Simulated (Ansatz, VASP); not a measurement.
## One calculation of Na, two programs

File INCAR:

```
  ALGO = Normal
  EDIFF = 1E-7
  EDIFFG = -0.002
  ENCUT = 600
  GGA = PS
  IBRION = 2
  ISIF = 3
  ISMEAR = -1
  LASPH = T
  LCHARG = F
  LREAL = F
  LWAVE = F
  NELM = 100
  NSW = 100
  PREC = Accurate
  SIGMA = 0.08
```

File KPOINTS:

```
k-points
0
Gamma
  14 14 8
```

Contents of POSCAR:

```
Na
1.0
    3.7670000000      0.0000000000      0.0000000000
   -1.8835000000      3.2623176961      0.0000000000
    0.0000000000      0.0000000000      6.1540000000
Na
2
Direct
    0.3333333333      0.6666666667      0.2500000000
    0.6666666667      0.3333333333      0.7500000000
```

Input for Ansatz:

```yaml
crystal:
  lattice:
    - [3.76700000002, 0.0, 0.0]
    - [-1.88350000001, 3.26231769607, 0.0]
    - [0.0, 0.0, 6.154]
  atoms:
    - { symbol: Na, position: [0.333333333333, 0.666666666667, 0.25] }
    - { symbol: Na, position: [0.666666666667, 0.333333333333, 0.75] }
kpoints:
  mp_grid: { grid: [14, 14, 8] }
scf:
  occupations: { method: fermi_dirac, width: 0.08 }
hamiltonian:
  xc: pbesol
  pseudopotentials: { kind: paw }
relax:
  f_tol: 0.002
  max_steps: 80
  cell: {}
output:
  forces: true
  stress: true
```

Alike in both runs: task relaxation of cell and atoms; functional PBEsol; k mesh 14 × 14 × 8; occupations fermi-dirac, width 0.08 eV; no spin polarisation.

```csv
,VASP,Ansatz
version,VASP 6.6.1,Ansatz 0.2.0
potentials or method,"VASP PAW PBE potentials, release 64 (Na_pv)","PAW with Ansatz's default frozen-core files, scalar-relativistic"
plane-wave cutoff (eV),600,420
valence electrons in the cell,14,18
```

```tsv
	VASP	Ansatz	Ansatz less VASP
relaxed volume (Å³/atom)	36.31	36.33	+0.026
relaxed length of the cell vector where the two differ most in proportion (Å)	3.716	3.717	+0.0009
```

VASP's potentials were made for PBE, not for PBEsol. VASP's potentials hold 14 valence electrons a cell and Ansatz's 18, so a difference there can come from the potentials and not from the codes.
